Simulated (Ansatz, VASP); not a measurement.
## PbS: VASP beside Ansatz

```
CELL_PARAMETERS angstrom
0.00000 3.00451 3.00451
3.00451 0.00000 3.00451
3.00451 3.00451 0.00000
ATOMIC_POSITIONS crystal
Pb 0.00000 0.00000 0.00000
S 0.50000 0.50000 0.50000
```

Alike in both runs: functional PBE; k mesh 10 × 10 × 10; occupations gaussian, width 0.02 eV; no spin polarisation.

Ansatz relaxed the structure, and its values are those at the end. VASP's run is a single point on that final structure, the one shown.

|  | VASP | Ansatz |
| --- | --- | --- |
| version | VASP 6.6.1 | Ansatz 0.2.0 |
| potentials or method | VASP PAW PBE potentials, release 64 (Pb_d, S), cutoff 520 eV | scalar-relativistic, plane waves, PAW |
| valence electrons in the cell | 20 | 20 |

|  | VASP | Ansatz | Ansatz less VASP |
| --- | --- | --- | --- |
| gap on the k mesh at the Fermi level (eV) | 0.50 | 0.49 | -0.007 |
| least direct gap on the mesh (eV) | 0.50 | 0.49 | -0.007 |
| pressure (GPa) | -0.1 | 0.0 | +0.07 |

Spin-orbit coupling is off throughout.
